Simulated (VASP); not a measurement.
**SiC: single point with PBEsol**

The system is SiC.

```xyz
8
Lattice="3.0961 0.0000 0.0000 -1.5480 2.6813 0.0000 0.0000 0.0000 10.1373" Properties=species:S:1:pos:R:3 pbc="T T T"
Si    0.0000    0.0000    1.9047
Si    0.0000    0.0000    6.9734
Si    0.0000    1.7875    4.4386
Si    1.5480    0.8938    9.5072
C     0.0000    0.0000    0.0047
C     0.0000    0.0000    5.0733
C     0.0000    1.7875    2.5323
C     1.5480    0.8938    7.6010
```

This cell differs from its parent crystal: volume scaled by 1.02.

| Quantity | Value |
| --- | --- |
| Program | VASP 6.6.1 |
| Task | single point |
| Functional | PBEsol |
| Potentials or basis | VASP PAW PBE potentials, release 64 (Si, C) |
| Cutoff | 520 eV |
| k mesh | 10 × 10 × 3 |
| Occupations | fermi-dirac, width 0.05 eV |
| Spin | no spin polarisation |

* Pressure: -3.5 GPa
* Band gap on the k mesh: 2.10 eV, indirect (least direct gap 3.23 eV)

Levels at points of the mesh, in eV from the valence-band top:
```tsv
k point	band 12	band 13	band 14	band 15	band 16	band 17	band 18	band 19	band 20	band 21
(0.00, 0.00, 0.00)	-0.58	-0.58	-0.05	0.00	0.00	4.88	5.46	6.04	6.09	6.80
(0.50, 0.00, 0.00)	-2.38	-2.36	-2.22	-1.58	-1.12	2.10	2.22	4.06	4.55	5.12
```

Run time: 24 s on 1 thread of Intel(R) Xeon(R) 6975P-C (Granite Rapids), with other jobs on the host, peak memory 0.21 GiB.

Caveat: the PAW data sets were made with another functional, which shifts forces and pressure a little. A k mesh can miss the band edges.
